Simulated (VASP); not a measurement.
## Mg: single point with PBE

The system is Mg.

```
Mg
1.0
     3.20927    0.00000    0.00000
    -1.60464    2.77931    0.00000
     0.00000    0.00000    5.36664
Mg
2
Cartesian
  0.0000 1.8529 1.3417
  1.6046 0.9264 4.0250
```

This cell differs from its parent crystal: zz strain of +3 %.

- Program: VASP 6.6.1
- Task: single point
- Functional: PBE
- Potentials or basis: VASP PAW PBE potentials, release 64 (Mg)
- Cutoff: 520 eV
- k mesh: 12 × 12 × 7
- Occupations: fermi-dirac, width 0.08 eV
- Spin: no spin polarisation
- Dipole correction: no
- Further INCAR settings: ALGO = Normal; EDIFF = 1e-06; NBANDS = 9

```json
{
 "Pressure": "-1.5 GPa",
 "Band gap on the k mesh": "zero (bands 2 and 3 overlap by 2.56 eV)"
}
```

Stress tensor (GPa, compression positive):
```
-0.80  0.00  0.00
 0.00 -0.80  0.00
 0.00  0.00 -2.79
```

Levels at points of the mesh, in eV from the Fermi level:
```tsv
k point	band 1	band 2	band 3	band 4	band 5
(0.00, 0.00, 0.00)	-6.74	-1.74	-1.50	11.02	11.02
(0.50, 0.00, 0.00)	-1.98	-1.97	2.59	2.97	2.98
```

Wall time 11 s on 1 thread of Intel(R) Xeon(R) Platinum 8375C CPU @ 2.90GHz (Ice Lake) (shared host), peak memory 0.17 GiB.

Caveat: the cell differs from its parent crystal (zz strain of +3 %).
